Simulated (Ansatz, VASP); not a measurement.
## One calculation of SnSe, two programs

File INCAR:

```
  PREC = Accurate
  ENCUT = 520
  EDIFF = 1E-7
  ISMEAR = -1
  SIGMA = 0.08
  LREAL = F
  LASPH = T
  NELM = 80
  ALGO = Normal
  ISIF = 2
  LWAVE = F
  LCHARG = F
  GGA = PS
  NBANDS = 17
```

KPOINTS

```
regular mesh
0
Gamma
  12 12 12
```

POSCAR

```
SnSe
1.0
    0.0000000000      2.8660213640      2.8660213640
    2.8660213640      0.0000000000      2.8660213640
    2.8660213640      2.8660213640      0.0000000000
Sn Se
1 1
Direct
    0.0000000000      0.0000000000      0.0000000000
    0.2500000000      0.2500000000      0.2500000000
```

Input for Ansatz:

```yaml
crystal:
  lattice:
    - [0.0, 2.866021364, 2.866021364]
    - [2.866021364, 0.0, 2.866021364]
    - [2.866021364, 2.866021364, 0.0]
  atoms:
    - { symbol: Sn, position: [0.0, 0.0, 0.0] }
    - { symbol: Se, position: [0.25, 0.25, 0.25] }
kpoints:
  mp_grid: { grid: [12, 12, 12] }
scf:
  occupations: { method: fermi_dirac, width: 0.08 }
hamiltonian:
  xc: pbesol
  pseudopotentials: { kind: all_electron, lapw: { basis_error: 0.001 } }
output:
  forces: true
  stress: true
  eigenvalues: true
  populations: true
```

Change from the starting cell: volume scaled by 0.64, LAPW.

Alike in both runs: task single point; functional PBEsol; k mesh 12 × 12 × 12; occupations fermi-dirac, width 0.08 eV; no spin polarisation.

```csv
,VASP,Ansatz
version,VASP 6.6.1,Ansatz 0.2.0
potentials or method,"VASP PAW PBE potentials, release 64 (Sn_d, Se), cutoff 520 eV","all-electron LAPW, scalar-relativistic"
```

Ansatz gave:

| Quantity | Value |
| --- | --- |
| pressure (GPa) | 33.2 |

Question: What did VASP give for the same quantities?

Answer: Pressure (GPa): 33.3.

VASP's potentials were made for PBE, not for PBEsol. Both programs put the cell under a high pressure, so it lies far from rest at this level. Ansatz ran all-electron here, and VASP with PAW potentials.
